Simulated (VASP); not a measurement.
# C: single point with PBEsol

C, a slab with vacuum:

```
C
1.0
     2.45623    0.00000    0.00000
    -1.22811    2.12716    0.00000
     0.00000    0.00000   24.13396
C
4
Cartesian
  0.0000 0.0000 13.7677
  0.0000 0.0000 10.3663
  0.0000 1.4181 10.3661
  1.2281 0.7091 13.7678
```

```yaml
Program: VASP 6.6.1
Task: single point
Functional: PBEsol
Potentials_or_basis: VASP PAW PBE potentials, release 64 (C)
Cutoff: 520 eV
k_mesh: 12 × 12 × 2
Occupations: methfessel-paxton, width 0.05 eV
Spin: no spin polarisation
```

The largest force is 0.022 eV/Å. The band gap on the k mesh is zero (filled and empty bands touch).

Forces in eV/Å, atoms in the order of the input:
```
C    0.000  0.000  0.003
C    0.000  0.000 -0.003
C    0.000  0.000 -0.022
C    0.000  0.000  0.022
```

Levels at points of the mesh, in eV from the Fermi level:
```tsv
k point	band 4	band 5	band 6	band 7	band 8	band 9	band 10	band 11	band 12	band 13
(0.00, 0.00, 0.00)	-7.25	-2.99	-2.99	-2.98	-2.98	3.48	3.91	4.47	5.16	5.48
(0.50, 0.00, 0.00)	-13.28	-6.43	-6.40	-2.57	-2.23	1.51	1.86	7.38	7.57	11.23
(0.00, 0.00, 0.50)	-7.25	-2.99	-2.99	-2.98	-2.98	3.48	3.89	4.56	4.91	5.96
(0.50, 0.00, 0.50)	-13.28	-6.43	-6.40	-2.57	-2.23	1.51	1.86	7.38	7.57	11.23
```

Wall time 58 s on 1 thread of Intel(R) Xeon(R) 6975P-C (Granite Rapids) (shared host), peak memory 0.24 GiB.

Caveat: the PAW data sets were made with another functional, which shifts forces and pressure a little.
